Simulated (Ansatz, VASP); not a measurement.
# MgS: VASP beside Ansatz

```
CELL_PARAMETERS angstrom
4.03462 0.00000 0.00000
-2.01731 3.49409 0.00000
0.00000 0.00000 6.43229
ATOMIC_POSITIONS crystal
Mg 0.66667 0.33333 0.49575
Mg 0.33333 0.66667 0.99575
S 0.39773 0.79546 0.37924
S 0.66667 0.33333 0.87924
```

Alike in both runs: task single point; functional PBE; k mesh 6 × 6 × 4; occupations gaussian, width 0.05 eV; no spin polarisation.

|  | VASP | Ansatz |
| --- | --- | --- |
| version | VASP 6.6.1 | Ansatz 0.2.0 |
| potentials or method | VASP PAW PBE potentials, release 64 (Mg, S), cutoff 520 eV | scalar-relativistic, plane waves, PAW |
| valence electrons in the cell | 16 | 32 |

```tsv
	VASP	Ansatz	Ansatz less VASP
gap on the k mesh at the Fermi level (eV)	3.24	3.25	+0.006
least direct gap on the mesh (eV)	3.24	3.25	+0.006
pressure (GPa)	4.9	5.0	+0.06
traceless stress, the component that is largest in VASP (GPa)	9.30	9.19	-0.110
rms of the force components (eV/Å)	2.320	2.295	-0.0253
```

Atom by atom the forces differ by 0.025 eV/Å (rms over components). VASP's potentials hold 16 valence electrons a cell and Ansatz's 32, so a difference there can come from the potentials and not from the codes.
